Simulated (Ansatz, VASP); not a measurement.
# One calculation of Ca2Sb3, two programs

```
CELL_PARAMETERS angstrom
3.26127 1.88289 9.59273
-3.26127 1.88289 9.59273
0.00000 -3.76579 9.59273
ATOMIC_POSITIONS crystal
Ca 0.84412 0.84412 0.84412
Ca 0.65588 0.65588 0.65588
Ca 0.15588 0.15588 0.15588
Ca 0.34412 0.34412 0.34412
Sb 0.02141 0.47859 0.75000
Sb 0.75000 0.02141 0.47859
Sb 0.47859 0.75000 0.02141
Sb 0.97859 0.52141 0.25000
Sb 0.25000 0.97859 0.52141
Sb 0.52141 0.25000 0.97859
```

Alike in both runs: functional PBE; k mesh 3 × 3 × 3; occupations gaussian, width 0.1 eV; no spin polarisation.

Ansatz relaxed the structure, and its values are those at the end. VASP's run is a single point on that final structure, the one shown.

|  | VASP | Ansatz |
| --- | --- | --- |
| version | VASP 6.6.1 | Ansatz 0.2.0 |
| potentials or method | VASP PAW PBE potentials, release 64 (Ca_sv, Sb), cutoff 500 eV | scalar-relativistic, plane waves, PAW |
| valence electrons in the cell | 70 | 130 |

Ansatz gave:

```
gap on the k mesh at the Fermi level (eV) : none
pressure (GPa)                            : 0.1
rms of the force components (eV/Å)        : 0.002
```

Q: What did VASP give for the same quantities?

A: gap on the k mesh at the Fermi level (eV): none; pressure (GPa): 0.1; rms of the force components (eV/Å): 0.007.

A gap of «none» marks a metal or a gap that the smearing closes. The functional is the same, so the differences come from potentials, cutoffs and numerics. VASP's potentials hold 70 valence electrons a cell and Ansatz's 130, so a difference there can come from the potentials and not from the codes.

The k mesh is coarse, so the values compare programs but aren't converged. Neither program's run includes spin-orbit coupling.
